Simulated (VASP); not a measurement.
# Cd2Mo (P6/mmm) in VASP: further runs

Runs on Cd2Mo. Level: PBE. Tasks: single point, relaxation of cell and atoms.

Program: VASP 6.6.1. These are calculated values, not measurements. Logs are shortened: lines on timing, memory, paths and dates and some standing lists are left out, and cuts for length are marked.

### 1 The cell of the first run

The structure is hexagonal, space group P6/mmm (No. 191). The conventional cell has a = 4.892 Å, b = 4.892 Å, c = 2.729 Å, α = 90.00°, β = 90.00°, γ = 120.00°. Cd (site symmetry -6m2) has 5 Cd at 2.73 to 2.82 Å and 6 Mo at 3.14 Å within 3.6 Å. Mo (site symmetry 6/mmm) has 2 Mo at 2.73 Å and 12 Cd at 3.14 Å within 3.6 Å.

### 2 Single point, PBE

Contents of INCAR:

```
SYSTEM = Cd2Mo
ALGO     = Normal         ! electronic algorithm
EDIFF    = 1E-7           ! SCF threshold, eV
ENCUT    = 520            ! plane-wave cutoff, eV
GGA      = PE             ! functional
ISIF     = 2              ! what is computed and relaxed
ISMEAR   = 0              ! smearing method
LASPH    = .True.         ! aspherical terms in the spheres
LCHARG   = .False.        ! write CHGCAR
LREAL    = .False.        ! projectors in reciprocal space
LWAVE    = .False.        ! write WAVECAR
NBANDS   = 26             ! bands
NELM     = 100            ! most SCF steps
PREC     = Accurate       ! precision mode
SIGMA    = 0.1            ! smearing width, eV
```

Contents of KPOINTS:

```
k-points
0
Gamma
  6 6 6
  0 0 0
```

Contents of POSCAR:

```
Cd2Mo
1.0
    4.8924411218      0.0000000000      0.0000000000
   -2.4462205609      4.2369782980      0.0000000000
    0.0000000000      0.0000000000      2.7288294684
Cd Mo
2 1
Direct
    0.3333333333      0.6666666667      0.5000000000
    0.6666666667      0.3333333333      0.5000000000
    0.0000000000      0.0000000000      0.0000000000
```

Potentials or basis: VASP PAW PBE potentials, release 64 (Cd, Mo_sv).

On the command line:

```console
$ cat potpaw_PBE.64/Cd/POTCAR potpaw_PBE.64/Mo_sv/POTCAR > POTCAR
$ mpirun -np 1 vasp_std > vasp.out
```

OUTCAR:

```text
SYSTEM = Cd2Mo
   EDIFF = 1E-7
   ENCUT = 520
   GGA = PE
   ISIF = 2
   ISMEAR = 0
   LASPH = .True.
   LREAL = .False.
   NELM = 100
   PREC = Accurate

 ion  position               nearest neighbor table
   1  0.333  0.667  0.500-   2 2.82   2 2.82   2 2.82   3 3.14   3 3.14   3 3.14   3 3.14   3 3.14
                             3 3.14
   2  0.667  0.333  0.500-   1 2.82   1 2.82   1 2.82   3 3.14   3 3.14   3 3.14   3 3.14   3 3.14
                             3 3.14
   3  0.000  0.000  0.000-   1 3.14   2 3.14   1 3.14   2 3.14   2 3.14   2 3.14   1 3.14   1 3.14
                             2 3.14   2 3.14   1 3.14   1 3.14

  LATTYP: Found a hexagonal cell.
 ALAT       =     4.8924411218
 C/A-ratio  =     0.5577643962

  Lattice vectors:

 A1 = (   4.8924411218,   0.0000000000,   0.0000000000)
 A2 = (  -2.4462205609,   4.2369782980,   0.0000000000)
 A3 = (   0.0000000000,   0.0000000000,   2.7288294684)

Analysis of symmetry for initial positions (statically):
=====================================================================
 Subroutine PRICEL returns:
 Original cell was already a primitive cell.

 Routine SETGRP: Setting up the symmetry group for a
 hexagonal supercell.

 Subroutine GETGRP returns: Found 24 space group operations
 (whereof 24 operations were pure point group operations)
 out of a pool of 24 trial point group operations.

The static configuration has the point symmetry D_6h.

Analysis of symmetry for dynamics (positions and initial velocities):
=====================================================================
 Subroutine PRICEL returns:
 Original cell was already a primitive cell.

 Routine SETGRP: Setting up the symmetry group for a
 hexagonal supercell.

 Subroutine GETGRP returns: Found 24 space group operations
 (whereof 24 operations were pure point group operations)
 out of a pool of 24 trial point group operations.

The dynamic configuration has the point symmetry D_6h.

 Subroutine INISYM returns: Found 24 space group operations
 (whereof 24 operations are pure point group operations),
 and found     1 'primitive' translations

----------------------------------------------------------------------------------------

                                     Primitive cell

  volume of cell :      56.5664

  direct lattice vectors                    reciprocal lattice vectors
     4.892441122  0.000000000  0.000000000     0.204396941  0.118008629  0.000000000
    -2.446220561  4.236978298  0.000000000     0.000000000  0.236017258  0.000000000
     0.000000000  0.000000000  2.728829468     0.000000000  0.000000000  0.366457491

  length of vectors
     4.892441122  4.892441122  2.728829468     0.236017258  0.236017258  0.366457491

  position of ions in fractional coordinates (direct lattice)
     0.333333333  0.666666667  0.500000000
     0.666666667  0.333333333  0.500000000
     0.000000000  0.000000000  0.000000000

  ion indices of the primitive-cell ions
   primitive index   ion index
                 1           1
                 2           2
                 3           3

----------------------------------------------------------------------------------------

 KPOINTS: k-points

Automatic generation of k-mesh.
 Grid dimensions read from file:
 generate k-points for:    6    6    6

 Generating k-lattice:

  Cartesian coordinates                     Fractional coordinates (reciprocal lattice)
     0.034066157  0.019668105  0.000000000     0.166666667  0.000000000  0.000000000
     0.000000000  0.039336210  0.000000000     0.000000000  0.166666667  0.000000000
     0.000000000  0.000000000  0.061076248     0.000000000  0.000000000  0.166666667

  Length of vectors
     0.039336210  0.039336210  0.061076248

  Shift w.r.t. Gamma in fractional coordinates (k-lattice)
     0.000000000  0.000000000  0.000000000

 Subroutine IBZKPT returns following result:
 ===========================================

 Found     28 irreducible k-points:

 Following reciprocal coordinates:
            Coordinates               Weight
  0.000000  0.000000  0.000000      1.000000
  0.166667  0.000000  0.000000      6.000000
  0.333333  0.000000  0.000000      6.000000
  0.500000 -0.000000  0.000000      3.000000
  0.166667  0.166667  0.000000      6.000000
  0.333333  0.166667  0.000000     12.000000
[... 16 lines left out ...]
  0.166667  0.000000  0.500000      6.000000
  0.333333  0.000000  0.500000      6.000000
 [... further k-points ...]
   k-points           NKPTS =     28   k-points in BZ     NKDIM =     28   number of bands    NBANDS=     26
   number of dos      NEDOS =    301   number of ions     NIONS =      3
   total plane-waves  NPLWV =  25920
   dimension x,y,z NGX =    36 NGY =   36 NGZ =   20
   dimension x,y,z NGXF=    72 NGYF=   72 NGZF=   40
   ions per type =               2   1
   NGX,Y,Z   is equivalent  to a cutoff of  12.23, 12.23, 12.18 a.u.
   NGXF,Y,Z  is equivalent  to a cutoff of  24.47, 24.47, 24.37 a.u.
 SYSTEM =  Cd2Mo
   PREC   = accura    normal or accurate (medium, high low for compatibility)
   ISTART =      0    job   : 0-new  1-cont  2-samecut
   ICHARG =      2    charge: 1-file 2-atom 10-const
   ISPIN  =      1    spin polarized calculation?
   LNONCOLLINEAR =      F non collinear calculations
   LSORBIT =      F    spin-orbit coupling
   LASPH  =      T    aspherical Exc in radial PAW
   ENCUT  =  520.0 eV  38.22 Ry    6.18 a.u.   9.10  9.10  5.07*2*pi/ulx,y,z
   NELM   =    100;   NELMIN=  2; NELMDL= -5     # of ELM steps
   EDIFF  = 0.1E-06   stopping-criterion for ELM
   LREAL  =      F    real-space projection
   EDIFFG = 0.1E-05   stopping-criterion for IOM
   NSW    =      0    number of steps for IOM
   IBRION =     -1    ionic relax: 0-MD 1-quasi-New 2-CG
   NFREE  =      0    steps in history (QN), initial steepest desc. (CG)
   ISIF   =      2    stress and relaxation
   ISYM   =      2    0-nonsym 1-usesym 2-fastsym
   POTIM  = 0.5000    time-step for ionic-motion
   TEBEG  =    0.0;   TEEND  =   0.0 temperature during run
   PSTRESS=    0.0 pullay stress
   NELECT =      38.0000    total number of electrons
   NUPDOWN=      -1.0000    fix difference up-down
   EMIN   =  10.00;   EMAX   =-10.00  energy-range for DOS
   EFERMI =   0.00;   METHOD = LEGACY
   ISMEAR =     0;   SIGMA  =   0.10  broadening in eV -4-tet -1-fermi 0-gaus
   EFERMI_NEDOS =   21; number of points for ismear=-14 and -15
   IALGO  =     38    algorithm
   IMIX   =      4    mixing-type and parameters
     AMIX     =   0.40;   BMIX     =  1.00
     AMIX_MAG =   1.60;   BMIX_MAG =  1.00
  volume/ion in A,a.u.               =      18.86       127.24
  Fermi-wavevector in a.u.,A,eV,Ry     =   1.433783  2.709456 27.969936  2.055732
  Thomas-Fermi vector in A             =   2.553263
   LORBIT       =      0    0 simple, 1 ext, 2 COOP (PROOUT), +10 PAW based schemes
   GGA     = PE    functional components
   LHFCALC =     F    Hartree Fock is set to
   AEXX    =    0.0000 exact exchange contribution
   IVDW    =     0    specifies the selected vdW correction
   LEPSILON=     F    determine dielectric tensor
   LRPA    =     F    only Hartree local field effects (RPA)
 non-spin polarized calculation
 Gauss-broadening in eV      SIGMA  =   0.10
  energy-cutoff  :      520.00
  volume of cell :       56.57
 maximum number of plane-waves:      1548
   NGX = 19   NGY = 19   NGZ = 11

 number of electron      38.0000009 magnetization

 Free energy of the ion-electron system (eV)
  ---------------------------------------------------
  ext. energy  EPLUGINS =         0.00000000
  ---------------------------------------------------
  free energy    TOTEN  =       -10.65270850 eV

  energy without entropy =      -10.63140664  energy(sigma->0) =      -10.64205757

 E-fermi :   5.5473     XC(G=0): -11.9611

 val. band max:        5.5394933998   @ k =   0.3333   0.1667   0.3333
 cond. band min:       5.5900634873   @ k =   0.1667   0.1667   0.3333
 fundamental gap:      0.0505700875
 Fermi energy:         5.5472794731

 k-point     1 :       0.0000    0.0000    0.0000
  band No.  band energies     occupation
      1     -55.3125      2.00000
      2     -29.3339      2.00000
      3     -29.3339      2.00000
      4     -28.9995      2.00000
      5      -4.4807      2.00000
      6      -4.0860      2.00000
[... 18 lines left out ...]
     25      10.2444      0.00000
     26      11.2233      0.00000

 k-point     2 :       0.1667    0.0000    0.0000
  band No.  band energies     occupation
      1     -55.3125      2.00000
      2     -29.3345      2.00000
      3     -29.3340      2.00000
      4     -28.9995      2.00000
      5      -4.4575      2.00000
      6      -4.1131      2.00000
[... 18 lines left out ...]
     25      11.4311      0.00000
     26      12.7946      0.00000

 k-point     3 :       0.3333    0.0000    0.0000
  band No.  band energies     occupation
      1     -55.3124      2.00000
      2     -29.3357      2.00000
      3     -29.3341      2.00000
      4     -28.9995      2.00000
      5      -4.3982      2.00000
      6      -4.1823      2.00000
[... 18 lines left out ...]
     25      13.3446      0.00000
     26      15.4421      0.00000

 k-point     4 :       0.5000   -0.0000    0.0000
  band No.  band energies     occupation
      1     -55.3124      2.00000
      2     -29.3364      2.00000
      3     -29.3341      2.00000
      4     -28.9995      2.00000
      5      -4.3479      2.00000
      6      -4.2396      2.00000
[... 18 lines left out ...]
     25      14.8132      0.00000
     26      15.4034      0.00000
[... 496 lines left out ...]
      1     -55.1999      2.00000
      2     -29.9292      2.00000
      3     -29.2243      2.00000
      4     -29.2243      2.00000
      5      -4.0599      2.00000
      6      -4.0599      2.00000
[... 18 lines left out ...]
     25      13.5363      0.00000
     26      13.8222      0.00000

 k-point    23 :       0.1667    0.0000    0.5000
  band No.  band energies     occupation
      1     -55.1999      2.00000
      2     -29.9290      2.00000
      3     -29.2246      2.00000
      4     -29.2245      2.00000
      5      -4.0646      2.00000
      6      -4.0220      2.00000
[... 18 lines left out ...]
     25      13.0573      0.00000
     26      13.4308      0.00000

 k-point    24 :       0.3333    0.0000    0.5000
  band No.  band energies     occupation
      1     -55.1999      2.00000
      2     -29.9288      2.00000
      3     -29.2252      2.00000
      4     -29.2248      2.00000
      5      -4.0735      2.00000
      6      -3.9794      2.00000
[... 18 lines left out ...]
     25      11.8357      0.00000
     26      12.8643      0.00000

 [... further k-points ...]

------------------------ aborting loop because EDIFF is reached ----------------------------------------

  FORCE on cell =-STRESS in cart. coord.  units (eV):
  Direction    XX          YY          ZZ          XY          YZ          ZX
  --------------------------------------------------------------------------------------
  -------------------------------------------------------------------------------------
  Total        0.2363801      0.2363801      0.2288491      0.0000000      0.0000000      0.0000000
  in kB        6.6951964      6.6951964      6.4818893      0.0000000      0.0000000      0.0000000
  external PRESSURE =       6.6240940 kB  Pullay stress =       0.0000000 kB

 VOLUME and BASIS-vectors are now :
 -----------------------------------------------------------------------------
  energy-cutoff  :      520.00
  volume of cell :       56.57
      direct lattice vectors                 reciprocal lattice vectors
     4.892441122  0.000000000  0.000000000     0.204396941  0.118008629  0.000000000
    -2.446220561  4.236978298  0.000000000     0.000000000  0.236017258  0.000000000
     0.000000000  0.000000000  2.728829468     0.000000000  0.000000000  0.366457491

 POSITION                                       TOTAL-FORCE (eV/Angst)
 -----------------------------------------------------------------------------------
     -0.00000      2.82465      1.36441        -0.000000      0.000000     -0.000000
      2.44622      1.41233      1.36441         0.000000      0.000000      0.000000
      0.00000      0.00000      0.00000         0.000000      0.000000      0.000000
 -----------------------------------------------------------------------------------
    total drift:                                0.000000      0.000000     -0.000000

  FREE ENERGIE OF THE ION-ELECTRON SYSTEM (eV)
  ---------------------------------------------------
  free  energy   TOTEN  =       -10.6527085043 eV

  energy  without entropy=      -10.6314066431  energy(sigma->0) =      -10.64205757
```

It took 48 s on 1 thread of Oxide Virtual Turin-like, shared host; peak memory 0.16 GiB.

Results:

- Free energy: -10.6527 eV
- Pressure: 0.7 GPa
- Band gap on the k mesh: zero (bands 19 and 20 overlap by 1.63 eV)

Caveat: the k points lie up to 0.38 Å⁻¹ apart, too coarse for converged energies and pressures of a metal.

### 3 Relaxation of cell and atoms, PBE

This run uses another cell than the first one, of 19.52 Å³/atom.

Contents of INCAR:

```
SYSTEM = Cd2Mo
PREC = Accurate
ENCUT = 600
EDIFF = 1E-6
ISMEAR = 0
SIGMA = 0.1
LREAL = .False.
LASPH = .True.
NELM = 100
ALGO = Normal
ISIF = 3
LWAVE = .False.
LCHARG = .False.
GGA = PE
IBRION = 2
NSW = 90
EDIFFG = -0.04
```

Contents of KPOINTS:

```
Automatic mesh
0
Gamma
  6 6 4
  0 0 0
```

Contents of POSCAR:

```
Cd2Mo
1.0
    3.9709611470      0.0000000000      0.0000000000
   -1.9854805735      3.4389532308      0.0000000000
    0.0000000000      0.0000000000      4.2875826338
Cd Mo
2 1
Direct
    0.3333333333      0.6666666667      0.5000000000
    0.6666666667      0.3333333333      0.5000000000
    0.0000000000      0.0000000000      0.0000000000
```

Potentials or basis: VASP PAW PBE potentials, release 64 (Cd, Mo_sv).

On the command line:

```console
$ cat potpaw_PBE.64/Cd/POTCAR potpaw_PBE.64/Mo_sv/POTCAR > POTCAR
$ mpirun -np 1 vasp_std > vasp.out
```

It took 7.4 min on 1 thread of Oxide Virtual Turin-like, shared host; peak memory 0.18 GiB.

Results (log left out):

```yaml
Free_energy: -10.5743 eV
Relaxed_volume: 18.99 Å³/atom
Relaxed_cell: a = 4.747 Å, b = 4.747 Å, c = 2.919 Å, α = 90.00°, β = 90.00°, γ = 120.00°
Space_group_after_relaxing_to_0.1_Å: P6/mmm (No. 191)
Pressure_after_relaxing: 0.0 GPa
Band_gap_on_the_k_mesh: zero (bands 19 and 20 overlap by 1.94 eV)
```

Stress tensor (GPa, compression positive):
```
-0.05  0.00  0.00
 0.00 -0.05  0.00
 0.00  0.00  0.03
```

Final structure:
```
CELL_PARAMETERS angstrom
4.74729 0.00000 0.00000
-2.37365 4.11128 0.00000
0.00000 0.00000 2.91871
ATOMIC_POSITIONS crystal
Cd 0.33333 0.66667 0.50000
Cd 0.66667 0.33333 0.50000
Mo 0.00000 0.00000 0.00000
```

Levels at points of the mesh, in eV from the Fermi level:
```
           k point  band 16  band 17  band 18  band 19  band 20  band 21  band 22  band 23
(0.00, 0.00, 0.00)    -2.11    -2.11    -1.85     1.66     1.66     1.98     3.48     3.48
(0.50, 0.00, 0.00)    -5.62    -1.93    -0.96    -0.41    -0.28     1.46     1.68     4.11
(0.00, 0.00, 0.50)    -2.66    -1.07    -1.07     0.32     0.32     4.10     4.64     4.64
(0.50, 0.00, 0.50)    -2.10    -1.39    -0.72    -0.68     0.43     1.01     3.18     4.68
```

Caveat: the k points lie up to 0.54 Å⁻¹ apart in the final cell, too coarse for converged energies and pressures of a metal; a cell axis changed by over 15 % at a fixed basis, so the end point is rough.

The gap in the log of VASP goes by the Fermi energy; the results here count the filled bands.